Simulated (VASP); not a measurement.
# HfO2 (R3m) in VASP: notebook

The runs below take HfO2 through single point, with PBE.

Everything below comes from runs of VASP 6.6.1. Logs are shortened: lines on timing, memory, paths and dates and some standing lists are left out, and cuts for length are marked.

### Step 1. The cell of the first run

The structure is trigonal, space group R3m (No. 160). The conventional cell has a = 3.500 Å, b = 3.500 Å, c = 8.574 Å, α = 90.00°, β = 90.00°, γ = 120.00°. Hf (site symmetry 3m) has 8 O at 1.90 to 2.24 Å within 2.5 Å. O (site symmetry 3m) has 4 Hf at 1.90 to 2.24 Å and 3 O at 2.34 Å within 2.5 Å. O (site symmetry 3m) has 4 Hf at 2.14 Å and 6 O at 2.34 to 2.62 Å within 2.8 Å.

### Step 2. Single point, PBE

INCAR reads:

```
PREC = Accurate ; ENCUT = 600
EDIFF = 1E-6 ; ISMEAR = -1
SIGMA = 0.05 ; LREAL = False
LASPH = True ; NELM = 120
ALGO = Normal ; ISIF = 2
LWAVE = False ; LCHARG = True
GGA = PE ; LELF = True
LVHAR = True ; NBANDS = 18
GGA_COMPAT = False
```

KPOINTS reads:

```
regular mesh
0
Gamma
  3 3 3
```

POSCAR reads:

```
HfO2
1.0
    0.0000000000      2.4750000000      2.4750000000
    2.4750000000      0.0000000000      2.4750000000
    2.4750000000      2.4750000000      0.0000000000
Hf O
1 2
Direct
    0.0000000000      0.0000000000      0.0000000000
    0.2216091942      0.2216091942      0.2216091942
    0.7500000000      0.7500000000      0.7500000000
```

Potentials or basis: VASP PAW PBE potentials, release 64 (Hf_pv, O).

The run is started by

```console
cat potpaw_PBE.64/Hf_pv/POTCAR potpaw_PBE.64/O/POTCAR > POTCAR
mpirun -np 1 vasp_std > vasp.out
```

OUTCAR:

```text
PREC = Accurate
   ENCUT = 600
   EDIFF = 1E-6
   ISMEAR = -1
   LREAL = False
   LASPH = True
   NELM = 120
   ISIF = 2
   GGA = PE

 ion  position               nearest neighbor table
   1  0.000  0.000  0.000-   2 1.90   3 2.14   3 2.14   3 2.14   3 2.14   2 2.24   2 2.24   2 2.24

   2  0.222  0.222  0.222-   1 1.90   1 2.24   1 2.24   1 2.24
   3  0.750  0.750  0.750-   1 2.14   1 2.14   1 2.14   1 2.14

  LATTYP: Found a face centered cubic cell.
 ALAT       =     4.9500000000

  Lattice vectors:

 A1 = (   0.0000000000,   2.4750000000,   2.4750000000)
 A2 = (   2.4750000000,   0.0000000000,   2.4750000000)
 A3 = (   2.4750000000,   2.4750000000,   0.0000000000)

Analysis of symmetry for initial positions (statically):
=====================================================================
 Subroutine PRICEL returns:
 Original cell was already a primitive cell.

 Routine SETGRP: Setting up the symmetry group for a
 face centered cubic supercell.

 Subroutine GETGRP returns: Found  6 space group operations
 (whereof  6 operations were pure point group operations)
 out of a pool of 48 trial point group operations.

The static configuration has the point symmetry C_3v.

Analysis of symmetry for dynamics (positions and initial velocities):
=====================================================================
 Subroutine PRICEL returns:
 Original cell was already a primitive cell.

 Routine SETGRP: Setting up the symmetry group for a
 face centered cubic supercell.

 Subroutine GETGRP returns: Found  6 space group operations
 (whereof  6 operations were pure point group operations)
 out of a pool of 48 trial point group operations.

The dynamic configuration has the point symmetry C_3v.

 Subroutine INISYM returns: Found  6 space group operations
 (whereof  6 operations are pure point group operations),
 and found     1 'primitive' translations

----------------------------------------------------------------------------------------

                                     Primitive cell

  volume of cell :      30.3218

  direct lattice vectors                    reciprocal lattice vectors
     0.000000000  2.475000000  2.475000000    -0.202020202  0.202020202  0.202020202
[... 64 lines left out ...]
   LNONCOLLINEAR =      F non collinear calculations
   LSORBIT =      F    spin-orbit coupling
   LASPH  =      T    aspherical Exc in radial PAW
   ENCUT  =  600.0 eV  44.10 Ry    6.64 a.u.   6.99  6.99  6.99*2*pi/ulx,y,z
   NELM   =    120;   NELMIN=  2; NELMDL= -5     # of ELM steps
   EDIFF  = 0.1E-05   stopping-criterion for ELM
   LREAL  =      F    real-space projection
   EDIFFG = 0.1E-04   stopping-criterion for IOM
   NSW    =      0    number of steps for IOM
   IBRION =     -1    ionic relax: 0-MD 1-quasi-New 2-CG
   NFREE  =      0    steps in history (QN), initial steepest desc. (CG)
   ISIF   =      2    stress and relaxation
   ISYM   =      2    0-nonsym 1-usesym 2-fastsym
   POTIM  = 0.5000    time-step for ionic-motion
   TEBEG  =    0.0;   TEEND  =   0.0 temperature during run
   PSTRESS=    0.0 pullay stress
   NELECT =      22.0000    total number of electrons
   NUPDOWN=      -1.0000    fix difference up-down
   EMIN   =  10.00;   EMAX   =-10.00  energy-range for DOS
   EFERMI =   0.00;   METHOD = LEGACY
   ISMEAR =    -1;   SIGMA  =   0.05  broadening in eV -4-tet -1-fermi 0-gaus
   EFERMI_NEDOS =   21; number of points for ismear=-14 and -15
   IALGO  =     38    algorithm
   IMIX   =      4    mixing-type and parameters
     AMIX     =   0.40;   BMIX     =  1.00
     AMIX_MAG =   1.60;   BMIX_MAG =  1.00
  volume/ion in A,a.u.               =      10.11        68.21
  Fermi-wavevector in a.u.,A,eV,Ry     =   1.471060  2.779901 29.443264  2.164019
  Thomas-Fermi vector in A             =   2.586242
   LORBIT       =      0    0 simple, 1 ext, 2 COOP (PROOUT), +10 PAW based schemes
   GGA     = PE    functional components
   LHFCALC =     F    Hartree Fock is set to
   AEXX    =    0.0000 exact exchange contribution
   IVDW    =     0    specifies the selected vdW correction
   LEPSILON=     F    determine dielectric tensor
   LRPA    =     F    only Hartree local field effects (RPA)
 non-spin polarized calculation
  energy-cutoff  :      600.00
  volume of cell :       30.32
 maximum number of plane-waves:      1018
   NGX = 13   NGY = 13   NGZ = 13

 number of electron      22.0000003 magnetization

 Free energy of the ion-electron system (eV)
  ---------------------------------------------------
  ext. energy  EPLUGINS =         0.00000000
  ---------------------------------------------------
  free energy    TOTEN  =       -29.55278976 eV

  energy without entropy =      -29.55278976  energy(sigma->0) =      -29.55278976

 E-fermi :   5.5088     XC(G=0): -12.2108

 val. band max:        4.4350590696   @ k =   0.0000   0.0000   0.0000
 cond. band min:       9.1553683911   @ k =   0.0000   0.0000   0.0000
 fundamental gap:      4.7203093216
 Fermi energy:         5.5087737758

 k-point     1 :       0.0000    0.0000    0.0000
  band No.  band energies     occupation
      1     -24.4805      2.00000
      2     -24.3800      2.00000
      3     -24.3800      2.00000
      4     -14.3369      2.00000
      5     -10.8829      2.00000
      6      -1.0710      2.00000
[... 103 lines left out ...]
      5     -11.9218      2.00000
      6      -0.8519      2.00000
[... 10 lines left out ...]
     17      17.2637      0.00000
     18      18.9247      0.00000

------------------------ aborting loop because EDIFF is reached ----------------------------------------

  FORCE on cell =-STRESS in cart. coord.  units (eV):
  Direction    XX          YY          ZZ          XY          YZ          ZX
  --------------------------------------------------------------------------------------
  -------------------------------------------------------------------------------------
  Total        5.6018267      5.6018267      5.6018267      2.1584718      2.1584718      2.1584718
  in kB      295.9951832    295.9951832    295.9951832    114.0515934    114.0515934    114.0515934
  external PRESSURE =     295.9951832 kB  Pullay stress =       0.0000000 kB

 VOLUME and BASIS-vectors are now :
 -----------------------------------------------------------------------------
  energy-cutoff  :      600.00
  volume of cell :       30.32
      direct lattice vectors                 reciprocal lattice vectors
     0.000000000  2.475000000  2.475000000    -0.202020202  0.202020202  0.202020202
     2.475000000  0.000000000  2.475000000     0.202020202 -0.202020202  0.202020202
     2.475000000  2.475000000  0.000000000     0.202020202  0.202020202 -0.202020202

 POSITION                                       TOTAL-FORCE (eV/Angst)
 -----------------------------------------------------------------------------------
      0.00000      0.00000      0.00000        -1.497059     -1.497059     -1.497059
      1.09697      1.09697      1.09697         2.958329      2.958329      2.958329
      3.71250      3.71250      3.71250        -1.461270     -1.461270     -1.461270
 -----------------------------------------------------------------------------------
    total drift:                               -0.000043     -0.000043     -0.000043

  FREE ENERGIE OF THE ION-ELECTRON SYSTEM (eV)
  ---------------------------------------------------
  free  energy   TOTEN  =       -29.5527897649 eV

  energy  without entropy=      -29.5527897648  energy(sigma->0) =      -29.55278976
```

Run time: 13 s. Hardware: 1 thread of Intel Xeon Platinum 8259CL at 2.50GHz (Skylake/Cascade Lake), shared host; peak memory 0.15 GiB.

Results:

| Quantity | Value |
| --- | --- |
| Free energy | -29.5528 eV |
| Pressure | 29.6 GPa |
| Largest force | 5.124 eV/Å |
| Band gap on the k mesh | 4.72 eV, direct |

Forces on the atoms (eV/Å):
```
Hf  -1.497 -1.497 -1.497
O    2.958  2.958  2.958
O   -1.461 -1.461 -1.461
```

Caveat: the k points lie up to 0.73 Å⁻¹ apart; spin-orbit coupling is left out, which moves the levels of the heavy elements; forces of over 1 eV/Å act on the atoms, so gaps and moduli don't describe the material at rest. A k mesh can miss the band edges.

### Step 3. Single point, PBE

INCAR reads:

```
SYSTEM = HfO2
PREC = Accurate ; ENCUT = 600
EDIFF = 1E-6 ; ISMEAR = -1
SIGMA = 0.05 ; LREAL = .False.
LASPH = .True. ; NELM = 120
ALGO = Normal ; ISIF = 2
LWAVE = .False. ; LCHARG = .False.
GGA = PE ; NBANDS = 18
GGA_COMPAT = .False.
```

KPOINTS reads:

```
regular mesh
0
Gamma
  3 3 3
  0 0 0
```

POSCAR is that of step 2.

Potentials or basis: VASP PAW PBE potentials, release 64 (Hf_pv, O).

The run is started by

```console
cat potpaw_PBE.64/Hf_pv/POTCAR potpaw_PBE.64/O/POTCAR > POTCAR
mpirun -np 1 vasp_std > vasp.out
```

OUTCAR:

```text
SYSTEM = HfO2
   PREC = Accurate
   ENCUT = 600
   EDIFF = 1E-6
   ISMEAR = -1
   LREAL = .False.
   LASPH = .True.
   NELM = 120
   ISIF = 2
   GGA = PE

 ion  position               nearest neighbor table
   1  0.000  0.000  0.000-   2 1.90   3 2.14   3 2.14   3 2.14   3 2.14   2 2.24   2 2.24   2 2.24

   2  0.222  0.222  0.222-   1 1.90   1 2.24   1 2.24   1 2.24
   3  0.750  0.750  0.750-   1 2.14   1 2.14   1 2.14   1 2.14

  LATTYP: Found a face centered cubic cell.
 ALAT       =     4.9500000000

  Lattice vectors:

 A1 = (   0.0000000000,   2.4750000000,   2.4750000000)
 A2 = (   2.4750000000,   0.0000000000,   2.4750000000)
 A3 = (   2.4750000000,   2.4750000000,   0.0000000000)

Analysis of symmetry for initial positions (statically):
=====================================================================
 Subroutine PRICEL returns:
 Original cell was already a primitive cell.

 Routine SETGRP: Setting up the symmetry group for a
 face centered cubic supercell.

 Subroutine GETGRP returns: Found  6 space group operations
 (whereof  6 operations were pure point group operations)
 out of a pool of 48 trial point group operations.

The static configuration has the point symmetry C_3v.

Analysis of symmetry for dynamics (positions and initial velocities):
=====================================================================
 Subroutine PRICEL returns:
 Original cell was already a primitive cell.

 Routine SETGRP: Setting up the symmetry group for a
 face centered cubic supercell.

 Subroutine GETGRP returns: Found  6 space group operations
 (whereof  6 operations were pure point group operations)
 out of a pool of 48 trial point group operations.

The dynamic configuration has the point symmetry C_3v.

 Subroutine INISYM returns: Found  6 space group operations
 (whereof  6 operations are pure point group operations),
[... 94 lines left out ...]
   ISMEAR =    -1;   SIGMA  =   0.05  broadening in eV -4-tet -1-fermi 0-gaus
   EFERMI_NEDOS =   21; number of points for ismear=-14 and -15
   IALGO  =     38    algorithm
   IMIX   =      4    mixing-type and parameters
     AMIX     =   0.40;   BMIX     =  1.00
     AMIX_MAG =   1.60;   BMIX_MAG =  1.00
  volume/ion in A,a.u.               =      10.11        68.21
  Fermi-wavevector in a.u.,A,eV,Ry     =   1.471060  2.779901 29.443264  2.164019
  Thomas-Fermi vector in A             =   2.586242
   LORBIT       =      0    0 simple, 1 ext, 2 COOP (PROOUT), +10 PAW based schemes
   GGA     = PE    functional components
   LHFCALC =     F    Hartree Fock is set to
   AEXX    =    0.0000 exact exchange contribution
   IVDW    =     0    specifies the selected vdW correction
   LEPSILON=     F    determine dielectric tensor
   LRPA    =     F    only Hartree local field effects (RPA)
 non-spin polarized calculation
  energy-cutoff  :      600.00
  volume of cell :       30.32
 maximum number of plane-waves:      1018
   NGX = 13   NGY = 13   NGZ = 13

 number of electron      22.0000003 magnetization

 Free energy of the ion-electron system (eV)
  ---------------------------------------------------
  ext. energy  EPLUGINS =         0.00000000
  ---------------------------------------------------
  free energy    TOTEN  =       -29.55278976 eV

  energy without entropy =      -29.55278976  energy(sigma->0) =      -29.55278976

 E-fermi :   5.5088     XC(G=0): -12.2108

 val. band max:        4.4350590696   @ k =   0.0000   0.0000   0.0000
 cond. band min:       9.1553683911   @ k =   0.0000   0.0000   0.0000
 fundamental gap:      4.7203093216
 Fermi energy:         5.5087737758

 k-point     1 :       0.0000    0.0000    0.0000
  band No.  band energies     occupation
      1     -24.4805      2.00000
      2     -24.3800      2.00000
      3     -24.3800      2.00000
      4     -14.3369      2.00000
      5     -10.8829      2.00000
      6      -1.0710      2.00000
[... 103 lines left out ...]
      5     -11.9218      2.00000
      6      -0.8519      2.00000
[... 10 lines left out ...]
     17      17.2637      0.00000
     18      18.9247      0.00000

------------------------ aborting loop because EDIFF is reached ----------------------------------------

  FORCE on cell =-STRESS in cart. coord.  units (eV):
  Direction    XX          YY          ZZ          XY          YZ          ZX
  --------------------------------------------------------------------------------------
  -------------------------------------------------------------------------------------
  Total        5.6018267      5.6018267      5.6018267      2.1584718      2.1584718      2.1584718
  in kB      295.9951832    295.9951832    295.9951832    114.0515934    114.0515934    114.0515934
  external PRESSURE =     295.9951832 kB  Pullay stress =       0.0000000 kB

 VOLUME and BASIS-vectors are now :
 -----------------------------------------------------------------------------
  energy-cutoff  :      600.00
  volume of cell :       30.32
      direct lattice vectors                 reciprocal lattice vectors
     0.000000000  2.475000000  2.475000000    -0.202020202  0.202020202  0.202020202
     2.475000000  0.000000000  2.475000000     0.202020202 -0.202020202  0.202020202
     2.475000000  2.475000000  0.000000000     0.202020202  0.202020202 -0.202020202

 POSITION                                       TOTAL-FORCE (eV/Angst)
 -----------------------------------------------------------------------------------
      0.00000      0.00000      0.00000        -1.497059     -1.497059     -1.497059
      1.09697      1.09697      1.09697         2.958329      2.958329      2.958329
      3.71250      3.71250      3.71250        -1.461270     -1.461270     -1.461270
 -----------------------------------------------------------------------------------
    total drift:                               -0.000043     -0.000043     -0.000043

  FREE ENERGIE OF THE ION-ELECTRON SYSTEM (eV)
  ---------------------------------------------------
  free  energy   TOTEN  =       -29.5527897649 eV

  energy  without entropy=      -29.5527897648  energy(sigma->0) =      -29.55278976
```

OSZICAR:

```text
N       E                     dE             d eps       ncg     rms          rms(c)
DAV:   1     0.929272553381E+02    0.92927E+02   -0.13864E+04   216   0.136E+03
DAV:   2    -0.315668027955E+02   -0.12449E+03   -0.12207E+03   270   0.307E+02
DAV:   3    -0.352688800776E+02   -0.37021E+01   -0.36917E+01   262   0.462E+01
DAV:   4    -0.352890046192E+02   -0.20125E-01   -0.20121E-01   248   0.371E+00
DAV:   5    -0.352891558010E+02   -0.15118E-03   -0.15117E-03   258   0.304E-01    0.612E+01
DAV:   6    -0.296372660353E+02    0.56519E+01   -0.20410E+01   222   0.337E+01    0.488E+01
DAV:   7    -0.295739483679E+02    0.63318E-01   -0.65415E-01   240   0.678E+00    0.306E+01
DAV:   8    -0.295637831327E+02    0.10165E-01   -0.15233E-01   240   0.375E+00    0.734E+00
DAV:   9    -0.295527498977E+02    0.11033E-01   -0.40809E-02   234   0.162E+00    0.234E+00
DAV:  10    -0.295527642399E+02   -0.14342E-04   -0.32349E-03   240   0.448E-01    0.788E-02
DAV:  11    -0.295527791389E+02   -0.14899E-04   -0.17302E-04   264   0.111E-01    0.160E-01
DAV:  12    -0.295527884865E+02   -0.93476E-05   -0.24596E-05   240   0.353E-02    0.100E-02
DAV:  13    -0.295527895433E+02   -0.10569E-05   -0.11018E-06   216   0.894E-03    0.670E-03
DAV:  14    -0.295527897649E+02   -0.22155E-06   -0.17162E-07   168   0.311E-03
   1 F= -.29552790E+02 E0= -.29552790E+02  d E =-.859907E-10
```

Run time: 12 s. Hardware: 1 thread of Intel Xeon Platinum 8259CL at 2.50GHz (Skylake/Cascade Lake), shared host; peak memory 0.15 GiB.

Results:

```
Free energy            : -29.5528 eV
Pressure               : 29.6 GPa
Largest force          : 5.124 eV/Å
Band gap on the k mesh : 4.72 eV, direct
```

Forces in eV/Å, atoms in the order of the input:
```
Hf  -1.497 -1.497 -1.497
O    2.958  2.958  2.958
O   -1.461 -1.461 -1.461
```

Levels at points of the mesh, in eV from the valence-band top:
```tsv
k point	band 9	band 10	band 11	band 12	band 13	band 14
(0.00, 0.00, 0.00)	-0.38	-0.38	0.00	4.72	4.72	6.64
```

Caveat: the k points lie up to 0.73 Å⁻¹ apart; spin-orbit coupling is left out, which moves the levels of the heavy elements; forces of over 1 eV/Å act on the atoms, so gaps and moduli don't describe the material at rest.
